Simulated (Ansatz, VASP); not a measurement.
**One calculation of CdTe, two programs**

```
Cd Te
1.0
     4.99696    0.00000    0.00000
     0.00000    4.99696    0.00000
     0.00000    0.00000    7.06677
Cd Te
2 2
Direct
  0.00000 0.00000 0.00000
  0.50000 0.50000 0.00000
  0.50000 0.00000 0.75000
  0.00000 0.50000 0.25000
```

Change from the starting cell: ordered vacancies on the cation sites of antifluorite (P4/nmm, No. 129).

Alike in both runs: task relaxation of cell and atoms; functional PBE; k mesh 4 × 4 × 4; occupations gaussian, width 0.1 eV; no spin polarisation.

|  | VASP | Ansatz |
| --- | --- | --- |
| version | VASP 6.6.1 | Ansatz 0.2.0 |
| potentials or method | VASP PAW PBE potentials, release 64 (Cd, Te), cutoff 600 eV | scalar-relativistic, plane waves, PAW |
| valence electrons in the cell | 36 | 72 |

VASP gave:

| Quantity | Value |
| --- | --- |
| gap on the k mesh at the Fermi level, each at its own relaxed structure (eV) | 1.02 |
| relaxed volume (Å³/atom) | 38.88 |
| relaxed cell length with the largest relative difference (Å) | 6.991 |

Task: Estimate Ansatz's values.

Result: gap on the k mesh at the Fermi level, each at its own relaxed structure (eV): 1.06; relaxed volume (Å³/atom): 38.21; relaxed cell length with the largest relative difference (Å): 6.942.

VASP's potentials hold 36 valence electrons a cell and Ansatz's 72, so a difference there can come from the potentials and not from the codes.

Spin-orbit coupling is off throughout.
